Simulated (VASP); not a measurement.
# In (Pm-3m) in VASP: further runs

The runs below take In through single point, with PBE.

All numbers are computed with VASP 6.6.1; they aren't measurements. Logs are shortened: lines on timing, memory, paths and dates and some standing lists are left out, and cuts for length are marked.

## (1) The cell of the first run

The structure is cubic, space group Pm-3m (No. 221). The conventional cell has a = 2.451 Å, b = 2.451 Å, c = 2.451 Å, α = 90.00°, β = 90.00°, γ = 90.00°. In (site symmetry m-3m) has 6 In at 2.45 Å within 3.2 Å.

## (2) Single point, PBE (volume scaled by 0.5)

Input file INCAR:

```
SYSTEM = In
PREC     = Accurate       ! precision mode
ENCUT    = 520            ! plane-wave cutoff, eV
EDIFF    = 1E-6           ! SCF threshold, eV
ISMEAR   = -1             ! smearing method
SIGMA    = 0.05           ! smearing width, eV
LREAL    = .False.        ! projectors in reciprocal space
LASPH    = .True.         ! aspherical terms in the spheres
NELM     = 60             ! most SCF steps
ALGO     = Normal         ! electronic algorithm
ISIF     = 2              ! what is computed and relaxed
LWAVE    = .False.        ! write WAVECAR
LCHARG   = .False.        ! write CHGCAR
GGA      = PE             ! functional
NBANDS   = 12             ! bands
```

Input file KPOINTS:

```
regular mesh
0
Gamma
  12 12 12
  0 0 0
```

Input file POSCAR:

```
In
1.0
    2.4513664232      0.0000000000      0.0000000000
    0.0000000000      2.4513664232      0.0000000000
    0.0000000000      0.0000000000      2.4513664232
In
1
Direct
    0.0000000000      0.0000000000      0.0000000000
```

Potentials or basis: VASP PAW PBE potentials, release 64 (In_d).

Command:

```console
$ cat potpaw_PBE.64/In_d/POTCAR > POTCAR
$ mpirun -np 1 vasp_std > vasp.out
```

OUTCAR:

```text
SYSTEM = In
   PREC = Accurate
   ENCUT = 520
   EDIFF = 1E-6
   ISMEAR = -1
   LREAL = .False.
   LASPH = .True.
   NELM = 60
   ISIF = 2
   GGA = PE

 ion  position               nearest neighbor table
   1  0.000  0.000  0.000-

  LATTYP: Found a simple cubic cell.
 ALAT       =     2.4513664232

  Lattice vectors:

 A1 = (   2.4513664232,   0.0000000000,   0.0000000000)
 A2 = (   0.0000000000,   2.4513664232,   0.0000000000)
 A3 = (   0.0000000000,   0.0000000000,   2.4513664232)

Analysis of symmetry for initial positions (statically):
=====================================================================
 Subroutine PRICEL returns:
 Original cell was already a primitive cell.

 Routine SETGRP: Setting up the symmetry group for a
 simple cubic supercell.

 Subroutine GETGRP returns: Found 48 space group operations
 (whereof 48 operations were pure point group operations)
 out of a pool of 48 trial point group operations.

The static configuration has the point symmetry O_h .

Analysis of symmetry for dynamics (positions and initial velocities):
=====================================================================
 Subroutine PRICEL returns:
 Original cell was already a primitive cell.

 Routine SETGRP: Setting up the symmetry group for a
 simple cubic supercell.

 Subroutine GETGRP returns: Found 48 space group operations
 (whereof 48 operations were pure point group operations)
 out of a pool of 48 trial point group operations.

The dynamic configuration has the point symmetry O_h .

 Subroutine INISYM returns: Found 48 space group operations
 (whereof 48 operations are pure point group operations),
 and found     1 'primitive' translations

----------------------------------------------------------------------------------------

                                     Primitive cell

  volume of cell :      14.7307

  direct lattice vectors                    reciprocal lattice vectors
     2.451366423  0.000000000  0.000000000     0.407935750  0.000000000  0.000000000
     0.000000000  2.451366423  0.000000000     0.000000000  0.407935750  0.000000000
     0.000000000  0.000000000  2.451366423     0.000000000  0.000000000  0.407935750

  length of vectors
     2.451366423  2.451366423  2.451366423     0.407935750  0.407935750  0.407935750

  position of ions in fractional coordinates (direct lattice)
     0.000000000  0.000000000  0.000000000

  ion indices of the primitive-cell ions
   primitive index   ion index
                 1           1

----------------------------------------------------------------------------------------

 KPOINTS: regular mesh

Automatic generation of k-mesh.
 Grid dimensions read from file:
 generate k-points for:   12   12   12

 Generating k-lattice:

  Cartesian coordinates                     Fractional coordinates (reciprocal lattice)
     0.033994646  0.000000000  0.000000000     0.083333333  0.000000000  0.000000000
     0.000000000  0.033994646  0.000000000     0.000000000  0.083333333  0.000000000
     0.000000000  0.000000000  0.033994646     0.000000000  0.000000000  0.083333333

  Length of vectors
     0.033994646  0.033994646  0.033994646

  Shift w.r.t. Gamma in fractional coordinates (k-lattice)
     0.000000000  0.000000000  0.000000000

 Subroutine IBZKPT returns following result:
 ===========================================

 Found     84 irreducible k-points:

 Following reciprocal coordinates:
            Coordinates               Weight
  0.000000  0.000000  0.000000      1.000000
  0.083333  0.000000  0.000000      6.000000
  0.166667  0.000000  0.000000      6.000000
  0.250000  0.000000  0.000000      6.000000
  0.333333  0.000000  0.000000      6.000000
  0.416667  0.000000  0.000000      6.000000
[... 16 lines left out ...]
  0.333333  0.333333  0.000000     12.000000
  0.416667  0.333333  0.000000     24.000000
 [... further k-points ...]
   k-points           NKPTS =     84   k-points in BZ     NKDIM =     84   number of bands    NBANDS=     12
   number of dos      NEDOS =    301   number of ions     NIONS =      1
   total plane-waves  NPLWV =   5832
   dimension x,y,z NGX =    18 NGY =   18 NGZ =   18
   dimension x,y,z NGXF=    36 NGYF=   36 NGZF=   36
   ions per type =               1
   NGX,Y,Z   is equivalent  to a cutoff of  12.21, 12.21, 12.21 a.u.
   NGXF,Y,Z  is equivalent  to a cutoff of  24.41, 24.41, 24.41 a.u.
 SYSTEM =  In
   PREC   = accura    normal or accurate (medium, high low for compatibility)
   ISTART =      0    job   : 0-new  1-cont  2-samecut
   ICHARG =      2    charge: 1-file 2-atom 10-const
   ISPIN  =      1    spin polarized calculation?
   LNONCOLLINEAR =      F non collinear calculations
   LSORBIT =      F    spin-orbit coupling
   LASPH  =      T    aspherical Exc in radial PAW
   ENCUT  =  520.0 eV  38.22 Ry    6.18 a.u.   4.56  4.56  4.56*2*pi/ulx,y,z
   NELM   =     60;   NELMIN=  2; NELMDL= -5     # of ELM steps
   EDIFF  = 0.1E-05   stopping-criterion for ELM
   LREAL  =      F    real-space projection
   EDIFFG = 0.1E-04   stopping-criterion for IOM
   NSW    =      0    number of steps for IOM
   IBRION =     -1    ionic relax: 0-MD 1-quasi-New 2-CG
   NFREE  =      0    steps in history (QN), initial steepest desc. (CG)
   ISIF   =      2    stress and relaxation
   ISYM   =      2    0-nonsym 1-usesym 2-fastsym
   POTIM  = 0.5000    time-step for ionic-motion
   TEBEG  =    0.0;   TEEND  =   0.0 temperature during run
   PSTRESS=    0.0 pullay stress
   NELECT =      13.0000    total number of electrons
   NUPDOWN=      -1.0000    fix difference up-down
   EMIN   =  10.00;   EMAX   =-10.00  energy-range for DOS
   EFERMI =   0.00;   METHOD = LEGACY
   ISMEAR =    -1;   SIGMA  =   0.05  broadening in eV -4-tet -1-fermi 0-gaus
   EFERMI_NEDOS =   21; number of points for ismear=-14 and -15
   IALGO  =     38    algorithm
   IMIX   =      4    mixing-type and parameters
     AMIX     =   0.40;   BMIX     =  1.00
     AMIX_MAG =   1.60;   BMIX_MAG =  1.00
  volume/ion in A,a.u.               =      14.73        99.41
  Fermi-wavevector in a.u.,A,eV,Ry     =   1.570294  2.967426 33.549574  2.465824
  Thomas-Fermi vector in A             =   2.672049
   LORBIT       =      0    0 simple, 1 ext, 2 COOP (PROOUT), +10 PAW based schemes
   GGA     = PE    functional components
   LHFCALC =     F    Hartree Fock is set to
   AEXX    =    0.0000 exact exchange contribution
   IVDW    =     0    specifies the selected vdW correction
   LEPSILON=     F    determine dielectric tensor
   LRPA    =     F    only Hartree local field effects (RPA)
 non-spin polarized calculation
  energy-cutoff  :      520.00
  volume of cell :       14.73
 maximum number of plane-waves:       432
   NGX =  9   NGY =  9   NGZ =  9

 number of electron      12.9999991 magnetization

 Free energy of the ion-electron system (eV)
  ---------------------------------------------------
  ext. energy  EPLUGINS =         0.00000000
  ---------------------------------------------------
  free energy    TOTEN  =         0.57647078 eV

  energy without entropy =        0.57869333  energy(sigma->0) =        0.57758205

 E-fermi :  16.3495     XC(G=0): -13.2433

 val. band max:       16.3160765596   @ k =   0.3333   0.1667   0.0833
 cond. band min:      16.4547941726   @ k =   0.4167   0.4167   0.4167
 fundamental gap:      0.1387176130
 Fermi energy:        16.3494755316

 k-point     1 :       0.0000    0.0000    0.0000
  band No.  band energies     occupation
      1      -1.8038      2.00000
      2      -1.8038      2.00000
      3       1.3680      2.00000
      4       1.3680      2.00000
      5       1.3680      2.00000
      6       1.5792      2.00000
      7      26.8199      0.00000
      8      26.8199      0.00000
      9      26.8199      0.00000
     10      32.2101      0.00000
     11      32.2101      0.00000
     12      34.6735      0.00000

 k-point     2 :       0.0833    0.0000    0.0000
  band No.  band energies     occupation
      1      -1.7862      2.00000
      2      -1.6836      2.00000
      3       1.2988      2.00000
      4       1.2988      2.00000
      5       1.3738      2.00000
      6       1.7808      2.00000
      7      24.9719      0.00000
      8      27.0980      0.00000
      9      27.0980      0.00000
     10      32.0672      0.00000
     11      33.0376      0.00000
     12      35.8967      0.00000

 k-point     3 :       0.1667    0.0000    0.0000
  band No.  band energies     occupation
      1      -1.7377      2.00000
      2      -1.3726      2.00000
      3       1.1137      2.00000
      4       1.1137      2.00000
      5       1.3895      2.00000
      6       2.4129      2.00000
      7      21.7900      0.00000
      8      27.8997      0.00000
      9      27.8997      0.00000
     10      31.6694      0.00000
     11      33.3207      0.00000
     12      39.3445      0.00000
[... 286 lines left out ...]
 k-point    23 :       0.3333    0.3333    0.0000
  band No.  band energies     occupation
      1      -1.0135      2.00000
      2      -0.6516      2.00000
      3       0.7189      2.00000
      4       0.7557      2.00000
      5       0.8669      2.00000
      6       8.3421      2.00000
      7      16.7819      0.00035
      8      20.2636      0.00000
      9      27.2594      0.00000
     10      33.3264      0.00000
     11      34.6274      0.00000
     12      36.7743      0.00000

 k-point    24 :       0.4167    0.3333    0.0000
  band No.  band energies     occupation
      1      -0.9421      2.00000
      2      -0.8945      2.00000
      3       0.5771      2.00000
      4       0.7637      2.00000
      5       1.2875      2.00000
      6      10.1681      2.00000
      7      14.8113      2.00000
      8      20.9422      0.00000
      9      24.8972      0.00000
     10      33.5628      0.00000
     11      36.2143      0.00000
     12      36.2713      0.00000

 [... further k-points ...]
[... 5 lines left out ...]
  --------------------------------------------------------------------------------------
  -------------------------------------------------------------------------------------
  Total       12.2181164     12.2181164     12.2181164      0.0000000      0.0000000      0.0000000
  in kB     1328.8933870   1328.8933870   1328.8933870      0.0000000      0.0000000      0.0000000
  external PRESSURE =    1328.8933870 kB  Pullay stress =       0.0000000 kB

 VOLUME and BASIS-vectors are now :
 -----------------------------------------------------------------------------
  energy-cutoff  :      520.00
  volume of cell :       14.73
      direct lattice vectors                 reciprocal lattice vectors
     2.451366423  0.000000000  0.000000000     0.407935750  0.000000000  0.000000000
     0.000000000  2.451366423  0.000000000     0.000000000  0.407935750  0.000000000
     0.000000000  0.000000000  2.451366423     0.000000000  0.000000000  0.407935750

 POSITION                                       TOTAL-FORCE (eV/Angst)
 -----------------------------------------------------------------------------------
      0.00000      0.00000      0.00000         0.000000      0.000000      0.000000
 -----------------------------------------------------------------------------------
    total drift:                               -0.000000      0.000000      0.000000

  FREE ENERGIE OF THE ION-ELECTRON SYSTEM (eV)
  ---------------------------------------------------
  free  energy   TOTEN  =         0.5764707826 eV

  energy  without entropy=        0.5786933260  energy(sigma->0) =        0.57758205
```

Wall time 4.5 s (1 thread of Intel Xeon 6975P-C (Granite Rapids), shared host); peak memory 0.12 GiB.

What came out:

- Free energy: 0.5765 eV
- Pressure: 132.9 GPa

Levels at points of the mesh, in eV from the Fermi level:
| k point | band 5 | band 6 | band 7 | band 8 | band 9 | band 10 |
| --- | --- | --- | --- | --- | --- | --- |
| (0.00, 0.00, 0.00) | -14.98 | -14.77 | 10.47 | 10.47 | 10.47 | 15.86 |
| (0.50, 0.00, 0.00) | -14.90 | -7.33 | -6.02 | 13.66 | 16.11 | 16.69 |
| (0.50, 0.50, 0.00) | -14.16 | -2.09 | -2.09 | 2.01 | 4.32 | 18.60 |
| (0.50, 0.50, 0.50) | -14.10 | 3.47 | 3.47 | 3.47 | 6.21 | 9.91 |

Caveat: spin-orbit coupling is left out, which moves the levels of the heavy elements.

## (3) Single point, PBE (volume scaled by 0.5)

Input file INCAR:

```
  PREC = Accurate
  ENCUT = 520
  EDIFF = 1E-6
  ISMEAR = -1
  SIGMA = 0.05
  LREAL = False
  LASPH = True
  NELM = 80
  ALGO = Normal
  ISIF = 2
  LWAVE = False
  LCHARG = False
  GGA = PE
  NBANDS = 12
```

Input file KPOINTS:

```
Automatic mesh
0
Gamma
  12 12 12
```

POSCAR is that of step 2.

Potentials or basis: VASP PAW PBE potentials, release 64 (In_d).

Command:

```console
$ cat potpaw_PBE.64/In_d/POTCAR > POTCAR
$ mpirun -np 1 vasp_std > vasp.out
```

Run time: 5.6 s. Hardware: 1 thread of Intel Xeon 6975P-C (Granite Rapids), shared host; peak memory 0.13 GiB.

The run converged. Its results:

* Free energy: 0.5765 eV
* Pressure: 132.9 GPa

Levels at points of the mesh, in eV from the Fermi level:
| k point | band 4 | band 5 | band 6 | band 7 | band 8 | band 9 | band 10 | band 11 |
| --- | --- | --- | --- | --- | --- | --- | --- | --- |
| (0.00, 0.00, 0.00) | -14.98 | -14.98 | -14.77 | 10.47 | 10.47 | 10.47 | 15.86 | 15.86 |
| (0.50, 0.00, 0.00) | -15.94 | -14.90 | -7.33 | -6.02 | 13.66 | 16.11 | 16.69 | 16.69 |
| (0.50, 0.50, 0.00) | -15.79 | -14.16 | -2.09 | -2.09 | 2.01 | 4.32 | 18.60 | 18.60 |
| (0.50, 0.50, 0.50) | -14.10 | -14.10 | 3.47 | 3.47 | 3.47 | 6.21 | 9.91 | 9.91 |

Caveat: spin-orbit coupling is left out, which moves the levels of the heavy elements.

## (4) Single point, PBE (volume scaled by 0.58)

Input file INCAR:

```
  PREC = Accurate
  ENCUT = 520
  EDIFF = 1E-6
  ISMEAR = -1
  SIGMA = 0.05
  LREAL = F
  LASPH = T
  NELM = 80
  ALGO = Normal
  ISIF = 2
  LWAVE = F
  LCHARG = T
  GGA = PE
  LELF = T
  LVHAR = T
  NBANDS = 12
```

Input file KPOINTS:

```
regular mesh
0
Gamma
  12 12 12
```

Input file POSCAR:

```
In
1.0
    2.5756937824      0.0000000000      0.0000000000
    0.0000000000      2.5756937824      0.0000000000
    0.0000000000      0.0000000000      2.5756937824
In
1
Direct
    0.0000000000      0.0000000000      0.0000000000
```

Potentials or basis: VASP PAW PBE potentials, release 64 (In_d).

Command:

```console
$ cat potpaw_PBE.64/In_d/POTCAR > POTCAR
$ mpirun -np 1 vasp_std > vasp.out
```

OUTCAR:

```text
PREC = Accurate
   ENCUT = 520
   EDIFF = 1E-6
   ISMEAR = -1
   LREAL = F
   LASPH = T
   NELM = 80
   ISIF = 2
   GGA = PE

 ion  position               nearest neighbor table
   1  0.000  0.000  0.000-

  LATTYP: Found a simple cubic cell.
 ALAT       =     2.5756937824

  Lattice vectors:

 A1 = (   2.5756937824,   0.0000000000,   0.0000000000)
 A2 = (   0.0000000000,   2.5756937824,   0.0000000000)
 A3 = (   0.0000000000,   0.0000000000,   2.5756937824)

[... 528 lines left out ...]
      3      -1.7880      2.00000
      4      -1.6539      2.00000
      5      -1.2372      2.00000
      6       7.8613      2.00000
      7      12.1165      2.00000
      8      17.3546      0.00000
      9      21.3337      0.00000
     10      30.0691      0.00000
     11      31.7114      0.00000
     12      32.4776      0.00000

 [... further k-points ...]
[... 5 lines left out ...]
  --------------------------------------------------------------------------------------
  -------------------------------------------------------------------------------------
  Total        7.5750310      7.5750310      7.5750310     -0.0000000     -0.0000000      0.0000000
  in kB      710.2517456    710.2517456    710.2517456     -0.0000000     -0.0000000      0.0000000
  external PRESSURE =     710.2517456 kB  Pullay stress =       0.0000000 kB

 VOLUME and BASIS-vectors are now :
 -----------------------------------------------------------------------------
  energy-cutoff  :      520.00
  volume of cell :       17.09
      direct lattice vectors                 reciprocal lattice vectors
     2.575693782  0.000000000  0.000000000     0.388244910  0.000000000  0.000000000
     0.000000000  2.575693782  0.000000000     0.000000000  0.388244910  0.000000000
     0.000000000  0.000000000  2.575693782     0.000000000  0.000000000  0.388244910

 POSITION                                       TOTAL-FORCE (eV/Angst)
 -----------------------------------------------------------------------------------
      0.00000      0.00000      0.00000         0.000000      0.000000      0.000000
 -----------------------------------------------------------------------------------
    total drift:                                0.000000      0.000000      0.000000

  FREE ENERGIE OF THE ION-ELECTRON SYSTEM (eV)
  ---------------------------------------------------
  free  energy   TOTEN  =        -0.8770178700 eV

  energy  without entropy=       -0.8736272706  energy(sigma->0) =       -0.87532257
```

OSZICAR:

```text
N       E                     dE             d eps       ncg     rms          rms(c)
DAV:   1     0.819062259848E+02    0.81906E+02   -0.63054E+03  2048   0.159E+03
DAV:   2     0.248273352050E+01   -0.79423E+02   -0.77086E+02  2132   0.316E+02
DAV:   3    -0.937310317978E+00   -0.34200E+01   -0.34109E+01  2360   0.661E+01
DAV:   4    -0.100485633762E+01   -0.67546E-01   -0.67521E-01  2416   0.855E+00
DAV:   5    -0.100800540016E+01   -0.31491E-02   -0.31489E-02  2724   0.169E+00    0.664E+00
DAV:   6    -0.910545296893E+00    0.97460E-01   -0.99570E-02  2644   0.788E+00    0.310E+00
DAV:   7    -0.879900413264E+00    0.30645E-01   -0.31795E-02  3172   0.417E+00    0.529E-01
DAV:   8    -0.877014084103E+00    0.28863E-02   -0.20833E-03  2444   0.787E-01    0.633E-02
DAV:   9    -0.877022524287E+00   -0.84402E-05   -0.38556E-05  3104   0.117E-01    0.368E-02
DAV:  10    -0.877018630715E+00    0.38936E-05   -0.24332E-06  2136   0.312E-02    0.336E-03
DAV:  11    -0.877017869985E+00    0.76073E-06   -0.22557E-07  1456   0.515E-03
   1 F= -.87701787E+00 E0= -.87532257E+00  d E =-.339060E-02
```

It took 6.5 s on 1 thread of Intel Xeon 6975P-C (Granite Rapids), shared host; peak memory 0.13 GiB.

Results:

| Item | Value |
| --- | --- |
| Free energy | -0.8770 eV |
| Pressure | 71.0 GPa |

Caveat: spin-orbit coupling is left out, which moves the levels of the heavy elements.

[end of part 1 of 2]
